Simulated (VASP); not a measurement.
Wanted: the native input for a VASP 6.6.1 run.

```
Task                               : single point
Functional                         : HSE06
Potentials or basis                : VASP PAW PBE potentials, release 64 (Mg, S)
Cutoff                             : 520 eV
k mesh                             : 6 × 6 × 4
Occupations                        : gaussian, width 0.01 eV
Spin                               : no spin polarisation
Dipole correction                  : no
Grid for exact exchange (PRECFOCK) : Normal
Further INCAR settings             : ALGO = Normal; EDIFF = 1e-06; NBANDS = 16
Screening parameter                : 0.2079 1/Å
```

Crystal: MgS.

```
Mg S
1.0
     4.02863    0.00000    0.00000
    -2.01431    3.48889    0.00000
     0.00000    0.00000    6.48666
Mg S
2 2
Direct
  0.33333 0.66667 0.99767
  0.66667 0.33333 0.49767
  0.33333 0.66667 0.37733
  0.66667 0.33333 0.87733
```

This cell differs from its parent crystal: uniaxial z strain +0.5%.

These files were run (other wordings do the same):

POSCAR

```
MgS
1.0
    4.0286256282      0.0000000000      0.0000000000
   -2.0143128141      3.4888921364      0.0000000000
    0.0000000000      0.0000000000      6.4866647665
Mg S
2 2
Direct
    0.3333333333      0.6666666667     -0.0023290039
    0.6666666667      0.3333333333      0.4976709961
    0.3333333333      0.6666666667      0.3773290039
    0.6666666667      0.3333333333      0.8773290039
```

INCAR.step1

```
SYSTEM = MgS
  ALGO = Normal
  EDIFF = 1E-5
  ENCUT = 520
  GGA = PE
  ISIF = 2
  ISMEAR = 0
  LASPH = .True.
  LCHARG = .False.
  LREAL = .False.
  LWAVE = .True.
  NBANDS = 16
  NELM = 60
  PREC = Accurate
  SIGMA = 0.01
```

INCAR.step2

```
SYSTEM = MgS
  ALGO = Normal
  EDIFF = 1E-6
  ENCUT = 520
  GGA = PE
  HFSCREEN = 0.2079
  ISIF = 2
  ISMEAR = 0
  ISTART = 1
  LASPH = .True.
  LCHARG = .False.
  LHFCALC = .True.
  LREAL = .False.
  LWAVE = .False.
  NBANDS = 16
  NELM = 60
  PREC = Accurate
  PRECFOCK = Normal
  SIGMA = 0.01
```

KPOINTS

```
k-points
0
Gamma
  6 6 4
  0 0 0
```

Potentials or basis: VASP PAW PBE potentials, release 64 (Mg, S).

Command:

```console
$ cat potpaw_PBE.64/Mg/POTCAR potpaw_PBE.64/S/POTCAR > POTCAR
$ cp INCAR.step1 INCAR
$ mpirun -np 1 vasp_std > vasp.out
$ cp INCAR.step2 INCAR
$ mpirun -np 1 vasp_std > vasp.out
```

Results of the run:

```json
{
 "Pressure": "-0.4 GPa",
 "Band gap on the k mesh": "4.51 eV, direct"
}
```

Caveat: the cell differs from its parent crystal (uniaxial z strain +0.5%); the PAW data sets were made with another functional, which shifts forces and pressure a little.

It took 24 min on 1 thread of Intel(R) Xeon(R) 6975P-C (Granite Rapids) (shared host), peak memory 0.35 GiB.
